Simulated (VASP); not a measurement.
Input of a VASP 6.6.1 run:

POSCAR

```
KMgF3
1.0
    3.9400284140      0.0000000000      0.0000000000
    0.0000000000      3.9400284140      0.0000000000
    0.0000000000      0.0000000000      3.9400284140
K Mg F
1 1 3
Direct
    0.5000000000      0.5000000000      0.5000000000
    0.0000000000      0.0000000000      0.0000000000
    0.5000000000      0.0000000000      0.0000000000
    0.0000000000      0.5000000000      0.0000000000
    0.0000000000      0.0000000000      0.5000000000
```

Contents of INCAR.step1:

```
SYSTEM = KMgF3
PREC = Accurate ; ENCUT = 520
ISMEAR = 0 ; SIGMA = 0.01
LREAL = .FALSE. ; LASPH = .TRUE.
NELM = 100 ; NBANDS = 24
GGA = PE ; ALGO = Normal
EDIFF = 1E-4 ; LWAVE = .TRUE.
LCHARG = .FALSE.
```

File INCAR.step2:

```
SYSTEM = KMgF3
PREC = Accurate ; ENCUT = 520
EDIFF = 1E-7 ; ISMEAR = 0
SIGMA = 0.01 ; LREAL = .FALSE.
LASPH = .TRUE. ; NELM = 100
ALGO = Normal ; ISIF = 2
LWAVE = .FALSE. ; LCHARG = .FALSE.
METAGGA = R2SCAN ; LMIXTAU = .TRUE.
NBANDS = 24 ; ISTART = 1
```

Contents of KPOINTS:

```
regular mesh
0
G
  6 6 6
  0 0 0
```

Potentials or basis: VASP PAW PBE potentials, release 64 (K_sv, Mg, F).

Command:

```console
$ cat potpaw_PBE.64/K_sv/POTCAR potpaw_PBE.64/Mg/POTCAR potpaw_PBE.64/F/POTCAR > POTCAR
$ cp INCAR.step1 INCAR
$ mpirun -np 1 vasp_std > vasp.out
$ cp INCAR.step2 INCAR
$ mpirun -np 1 vasp_std > vasp.out
```

(1) Estimate the pressure.

(2) Predict the band gap on the k mesh.

Results:

(1) 2.0 GPa.

(2) 8.53 eV, indirect (least direct gap 8.85 eV).

Caveat: the PAW data sets were made with another functional, which shifts forces and pressure a little.
